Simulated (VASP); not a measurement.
# TePb (R3m) in VASP: single point with r2SCAN

Aim: the single point of TePb with r2SCAN.

All numbers are computed with VASP 6.6.1; they aren't measurements. Logs are shortened: lines on timing, memory, paths and dates and some standing lists are left out, and cuts for length are marked.

### Step 1. The cell of the first run

It takes space group R3m (No. 160, trigonal). The conventional cell has a = 5.150 Å, b = 5.150 Å, c = 12.756 Å, α = 90.00°, β = 90.00°, γ = 120.00°. Within 4.2 Å of Pb (site symmetry 3m) lie 4 Te at 3.16 to 3.17 Å. Te (site symmetry 3m) has 4 Pb at 3.16 to 3.17 Å within 4.2 Å.

### Step 2. Single point, r2SCAN (strain along [111] +1.1%)

The input, POSCAR:

```
TePb
1.0
    0.0271898224      3.6686838916      3.6686838916
    3.6686838916      0.0271898224      3.6686838916
    3.6686838916      3.6686838916      0.0271898224
Pb Te
1 1
Direct
    0.0006963779      0.0006963779      0.0006963779
    0.2493036221      0.2493036221      0.2493036221
```

The input, INCAR.step1:

```
PREC = Accurate
ENCUT = 520
ISMEAR = 0
SIGMA = 0.01
LREAL = F
LASPH = T
NELM = 80
NBANDS = 17
GGA = PE
ALGO = Normal
EDIFF = 1E-4
LWAVE = T
LCHARG = F
```

The input, INCAR.step2:

```
PREC = Accurate
ENCUT = 520
EDIFF = 1E-7
ISMEAR = 0
SIGMA = 0.01
LREAL = F
LASPH = T
NELM = 80
ALGO = Normal
ISIF = 2
LWAVE = F
LCHARG = F
METAGGA = R2SCAN
LMIXTAU = T
NBANDS = 17
ISTART = 1
```

The input, KPOINTS:

```
regular mesh
0
Gamma
  6 6 6
```

Potentials or basis: VASP PAW PBE potentials, release 64 (Pb_d, Te).

On the command line:

```
$ cat potpaw_PBE.64/Pb_d/POTCAR potpaw_PBE.64/Te/POTCAR > POTCAR
$ cp INCAR.step1 INCAR
$ mpirun -np 1 vasp_std > vasp.out
$ cp INCAR.step2 INCAR
$ mpirun -np 1 vasp_std > vasp.out
```

OUTCAR:

```text
PREC = Accurate
   ENCUT = 520
   EDIFF = 1E-7
   ISMEAR = 0
   LREAL = F
   LASPH = T
   NELM = 80
   ISIF = 2
   METAGGA = R2SCAN
   ISTART = 1

 ion  position               nearest neighbor table
   1  0.001  0.001  0.001-   2 3.16   2 3.16   2 3.16   2 3.17
   2  0.249  0.249  0.249-   1 3.16   1 3.16   1 3.16   1 3.17

  LATTYP: Found a trigonal (rhomboedric) cell.
 ALAT       =     5.1883737606
 COS(alpha) =     0.5073973936

  Lattice vectors:

 A1 = (   0.0271898224,   3.6686838916,   3.6686838916)
 A2 = (   3.6686838916,   0.0271898224,   3.6686838916)
 A3 = (   3.6686838916,   3.6686838916,   0.0271898224)

Analysis of symmetry for initial positions (statically):
=====================================================================
 Subroutine PRICEL returns:
 Original cell was already a primitive cell.

 Routine SETGRP: Setting up the symmetry group for a
 trigonal (rhombohedral) supercell.

 Subroutine GETGRP returns: Found  6 space group operations
 (whereof  6 operations were pure point group operations)
 out of a pool of 12 trial point group operations.

The static configuration has the point symmetry C_3v.

Analysis of symmetry for dynamics (positions and initial velocities):
=====================================================================
 Subroutine PRICEL returns:
 Original cell was already a primitive cell.

 Routine SETGRP: Setting up the symmetry group for a
 trigonal (rhombohedral) supercell.

 Subroutine GETGRP returns: Found  6 space group operations
 (whereof  6 operations were pure point group operations)
 out of a pool of 12 trial point group operations.

The dynamic configuration has the point symmetry C_3v.

 Subroutine INISYM returns: Found  6 space group operations
 (whereof  6 operations are pure point group operations),
 and found     1 'primitive' translations

----------------------------------------------------------------------------------------

                                     Primitive cell

  volume of cell :      97.6576

  direct lattice vectors                    reciprocal lattice vectors
     0.027189822  3.668683892  3.668683892    -0.137813211  0.136799346  0.136799346
     3.668683892  0.027189822  3.668683892     0.136799346 -0.137813211  0.136799346
     3.668683892  3.668683892  0.027189822     0.136799346  0.136799346 -0.137813211

  length of vectors
     5.188373761  5.188373761  5.188373761     0.237530216  0.237530216  0.237530216

  position of ions in fractional coordinates (direct lattice)
     0.000696378  0.000696378  0.000696378
     0.249303622  0.249303622  0.249303622

  ion indices of the primitive-cell ions
   primitive index   ion index
                 1           1
                 2           2

----------------------------------------------------------------------------------------

 KPOINTS: regular mesh

Automatic generation of k-mesh.
 Grid dimensions read from file:
 generate k-points for:    6    6    6

 Generating k-lattice:

  Cartesian coordinates                     Fractional coordinates (reciprocal lattice)
    -0.022968869  0.022799891  0.022799891     0.166666667  0.000000000  0.000000000
     0.022799891 -0.022968869  0.022799891     0.000000000  0.166666667  0.000000000
     0.022799891  0.022799891 -0.022968869     0.000000000  0.000000000  0.166666667

  Length of vectors
     0.039588369  0.039588369  0.039588369

  Shift w.r.t. Gamma in fractional coordinates (k-lattice)
     0.000000000  0.000000000  0.000000000

 Subroutine IBZKPT returns following result:
 ===========================================

 Found     32 irreducible k-points:

 Following reciprocal coordinates:
            Coordinates               Weight
  0.000000  0.000000  0.000000      1.000000
  0.166667  0.000000 -0.000000      6.000000
  0.333333  0.000000  0.000000      6.000000
  0.500000  0.000000  0.000000      3.000000
  0.166667  0.166667  0.000000      6.000000
  0.333333  0.166667  0.000000     12.000000
[... 16 lines left out ...]
  0.500000  0.500000  0.166667      6.000000
 -0.333333  0.500000  0.166667     12.000000
 [... further k-points ...]
   k-points           NKPTS =     32   k-points in BZ     NKDIM =     32   number of bands    NBANDS=     17
   number of dos      NEDOS =    301   number of ions     NIONS =      2
   total plane-waves  NPLWV =  64000
   dimension x,y,z NGX =    40 NGY =   40 NGZ =   40
   dimension x,y,z NGXF=    80 NGYF=   80 NGZF=   80
   ions per type =               1   1
   NGX,Y,Z   is equivalent  to a cutoff of  12.82, 12.82, 12.82 a.u.
   NGXF,Y,Z  is equivalent  to a cutoff of  25.63, 25.63, 25.63 a.u.
 SYSTEM =  unknown system
   PREC   = accura    normal or accurate (medium, high low for compatibility)
   ISTART =      1    job   : 0-new  1-cont  2-samecut
   ICHARG =      0    charge: 1-file 2-atom 10-const
   ISPIN  =      1    spin polarized calculation?
   LNONCOLLINEAR =      F non collinear calculations
   LSORBIT =      F    spin-orbit coupling
   LASPH  =      T    aspherical Exc in radial PAW
   ENCUT  =  520.0 eV  38.22 Ry    6.18 a.u.   9.65  9.65  9.65*2*pi/ulx,y,z
   NELM   =     80;   NELMIN=  2; NELMDL=  0     # of ELM steps
   EDIFF  = 0.1E-06   stopping-criterion for ELM
   LREAL  =      F    real-space projection
   EDIFFG = 0.1E-05   stopping-criterion for IOM
   NSW    =      0    number of steps for IOM
   IBRION =     -1    ionic relax: 0-MD 1-quasi-New 2-CG
   NFREE  =      0    steps in history (QN), initial steepest desc. (CG)
   ISIF   =      2    stress and relaxation
   ISYM   =      2    0-nonsym 1-usesym 2-fastsym
   POTIM  = 0.5000    time-step for ionic-motion
   TEBEG  =    0.0;   TEEND  =   0.0 temperature during run
   PSTRESS=    0.0 pullay stress
   NELECT =      20.0000    total number of electrons
   NUPDOWN=      -1.0000    fix difference up-down
   EMIN   =  10.00;   EMAX   =-10.00  energy-range for DOS
   EFERMI =   0.00;   METHOD = LEGACY
   ISMEAR =     0;   SIGMA  =   0.01  broadening in eV -4-tet -1-fermi 0-gaus
   EFERMI_NEDOS =   21; number of points for ismear=-14 and -15
   IALGO  =     38    algorithm
   IMIX   =      4    mixing-type and parameters
     AMIX     =   0.40;   BMIX     =  1.00
     AMIX_MAG =   1.60;   BMIX_MAG =  1.00
  volume/ion in A,a.u.               =      48.83       329.51
  Fermi-wavevector in a.u.,A,eV,Ry     =   0.964975  1.823539 12.669437  0.931177
  Thomas-Fermi vector in A             =   2.094653
   LORBIT       =      0    0 simple, 1 ext, 2 COOP (PROOUT), +10 PAW based schemes
   METAGGA = R2SCAN    functional components
   LHFCALC =     F    Hartree Fock is set to
   AEXX    =    0.0000 exact exchange contribution
   IVDW    =     0    specifies the selected vdW correction
   LEPSILON=     F    determine dielectric tensor
   LRPA    =     F    only Hartree local field effects (RPA)
 non-spin polarized calculation
 Gauss-broadening in eV      SIGMA  =   0.01
  energy-cutoff  :      520.00
  volume of cell :       97.66
 maximum number of plane-waves:      2667
 NGX is ok and might be reduce to    40
   NGX = 19   NGY = 19   NGZ = 19

 number of electron      20.0000000 magnetization

 Free energy of the ion-electron system (eV)
  ---------------------------------------------------
  ext. energy  EPLUGINS =         0.00000000
  ---------------------------------------------------
  free energy    TOTEN  =       -82.21249849 eV

  energy without entropy =      -82.21249849  energy(sigma->0) =      -82.21249849

 E-fermi :   2.4788     XC(G=0):  -7.8869

 val. band max:        2.3710304076   @ k =  -0.3333   0.5000   0.1667
 cond. band min:       3.3011037953   @ k =   0.5000   0.5000   0.0000
 fundamental gap:      0.9300733877
 Fermi energy:         2.4787786614

 k-point     1 :       0.0000    0.0000    0.0000
  band No.  band energies     occupation
      1     -15.0288      2.00000
      2     -15.0288      2.00000
      3     -15.0283      2.00000
      4     -15.0017      2.00000
      5     -15.0017      2.00000
      6      -9.2399      2.00000
[... 9 lines left out ...]
     16      10.0180      0.00000
     17      10.8377      0.00000

 k-point     2 :       0.1667    0.0000   -0.0000
  band No.  band energies     occupation
      1     -15.0313      2.00000
      2     -15.0275      2.00000
      3     -15.0270      2.00000
      4     -15.0017      2.00000
      5     -15.0016      2.00000
      6      -9.0916      2.00000
[... 9 lines left out ...]
     16       9.4159      0.00000
     17      10.2548      0.00000

 k-point     3 :       0.3333    0.0000    0.0000
  band No.  band energies     occupation
      1     -15.0363      2.00000
      2     -15.0251      2.00000
      3     -15.0246      2.00000
      4     -15.0014      2.00000
      5     -15.0012      2.00000
      6      -8.7286      2.00000
[... 9 lines left out ...]
     16       9.5516      0.00000
     17      10.5044      0.00000

 k-point     4 :       0.5000    0.0000    0.0000
  band No.  band energies     occupation
      1     -15.0388      2.00000
      2     -15.0240      2.00000
      3     -15.0236      2.00000
      4     -15.0011      2.00000
      5     -15.0008      2.00000
      6      -8.4907      2.00000
[... 9 lines left out ...]
     16      10.1955      0.00000
     17      10.3387      0.00000

 k-point     5 :       0.1667    0.1667    0.0000
  band No.  band energies     occupation
      1     -15.0335      2.00000
      2     -15.0263      2.00000
      3     -15.0258      2.00000
      4     -15.0024      2.00000
      5     -15.0010      2.00000
      6      -9.0408      2.00000
[... 9 lines left out ...]
     16      10.2604      0.00000
     17      11.4225      0.00000

 k-point     6 :       0.3333    0.1667    0.0000
  band No.  band energies     occupation
      1     -15.0378      2.00000
      2     -15.0242      2.00000
      3     -15.0233      2.00000
      4     -15.0026      2.00000
      5     -15.0005      2.00000
      6      -8.7376      2.00000
[... 9 lines left out ...]
     16      10.2698      0.00000
     17      11.1580      0.00000

 k-point     7 :       0.5000    0.1667    0.0000
  band No.  band energies     occupation
      1     -15.0404      2.00000
      2     -15.0231      2.00000
      3     -15.0221      2.00000
      4     -15.0019      2.00000
      5     -15.0006      2.00000
      6      -8.4143      2.00000
[... 9 lines left out ...]
     16      10.3243      0.00000
     17      10.5031      0.00000

 k-point     8 :      -0.3333    0.1667   -0.0000
  band No.  band energies     occupation
      1     -15.0392      2.00000
      2     -15.0235      2.00000
      3     -15.0230      2.00000
      4     -15.0015      2.00000
      5     -15.0011      2.00000
      6      -8.5018      2.00000
[... 9 lines left out ...]
     16       9.8308      0.00000
     17      10.9061      0.00000
[... 203 lines left out ...]
      1     -15.0374      2.00000
      2     -15.0240      2.00000
      3     -15.0238      2.00000
      4     -15.0027      2.00000
      5     -15.0005      2.00000
      6      -8.7441      2.00000
[... 9 lines left out ...]
     16      10.2942      0.00000
     17      11.1598      0.00000

 k-point    20 :       0.5000    0.3333    0.1667
  band No.  band energies     occupation
      1     -15.0411      2.00000
      2     -15.0227      2.00000
      3     -15.0210      2.00000
      4     -15.0029      2.00000
      5     -15.0003      2.00000
      6      -8.4323      2.00000
[... 9 lines left out ...]
     16      10.6504      0.00000
     17      11.4272      0.00000

 k-point    21 :      -0.3333    0.3333    0.1667
  band No.  band energies     occupation
      1     -15.0426      2.00000
      2     -15.0224      2.00000
      3     -15.0198      2.00000
      4     -15.0026      2.00000
      5     -15.0005      2.00000
      6      -8.2258      2.00000
[... 9 lines left out ...]
     16      10.5608      0.00000
     17      11.3526      0.00000

 k-point    22 :      -0.1667    0.3333    0.1667
  band No.  band energies     occupation
      1     -15.0415      2.00000
      2     -15.0225      2.00000
      3     -15.0210      2.00000
      4     -15.0029      2.00000
      5     -15.0002      2.00000
      6      -8.4239      2.00000
[... 9 lines left out ...]
     16      10.6560      0.00000
     17      11.4861      0.00000

 k-point    23 :       0.5000    0.5000    0.1667
  band No.  band energies     occupation
      1     -15.0447      2.00000
      2     -15.0198      2.00000
      3     -15.0198      2.00000
      4     -15.0039      2.00000
      5     -14.9995      2.00000
      6      -8.2383      2.00000
[... 9 lines left out ...]
     16      10.7861      0.00000
     17      12.1472      0.00000

 k-point    24 :      -0.3333    0.5000    0.1667
  band No.  band energies     occupation
      1     -15.0449      2.00000
      2     -15.0210      2.00000
      3     -15.0183      2.00000
      4     -15.0036      2.00000
      5     -14.9998      2.00000
      6      -8.1157      2.00000
[... 9 lines left out ...]
     16      11.1420      0.00000
     17      11.4148      0.00000

 [... further k-points ...]

------------------------ aborting loop because EDIFF is reached ----------------------------------------

  FORCE on cell =-STRESS in cart. coord.  units (eV):
  Direction    XX          YY          ZZ          XY          YZ          ZX
  --------------------------------------------------------------------------------------
  -------------------------------------------------------------------------------------
  Total       -0.1750737     -0.1750737     -0.1750737      0.0257383      0.0257383      0.0257383
  in kB       -2.8722726     -2.8722726     -2.8722726      0.4222650      0.4222650      0.4222650
  external PRESSURE =      -2.8722726 kB  Pullay stress =       0.0000000 kB

 VOLUME and BASIS-vectors are now :
 -----------------------------------------------------------------------------
  energy-cutoff  :      520.00
  volume of cell :       97.66
      direct lattice vectors                 reciprocal lattice vectors
     0.027189822  3.668683892  3.668683892    -0.137813211  0.136799346  0.136799346
     3.668683892  0.027189822  3.668683892     0.136799346 -0.137813211  0.136799346
     3.668683892  3.668683892  0.027189822     0.136799346  0.136799346 -0.137813211

 POSITION                                       TOTAL-FORCE (eV/Angst)
 -----------------------------------------------------------------------------------
      0.00513      0.00513      0.00513         0.000029      0.000029      0.000029
      1.83601      1.83601      1.83601        -0.000029     -0.000029     -0.000029
 -----------------------------------------------------------------------------------
    total drift:                               -0.000168     -0.000168     -0.000168

  FREE ENERGIE OF THE ION-ELECTRON SYSTEM (eV)
  ---------------------------------------------------
  free  energy   TOTEN  =       -82.2124984856 eV

  energy  without entropy=      -82.2124984856  energy(sigma->0) =      -82.21249849
```

It took 6.1 min on 1 thread of Intel Xeon 8259CL, shared host; peak memory 0.28 GiB.

What came out:

```
Free energy            : -82.2125 eV
Pressure               : -0.3 GPa
Band gap on the k mesh : 0.93 eV (least direct gap 1.38 eV)
```

Caveat: the cell differs from its parent crystal (strain along [111] +1.1%); the PAW data sets were made with another functional, which shifts forces and pressure a little; spin-orbit coupling is left out, which moves the levels of the heavy elements.
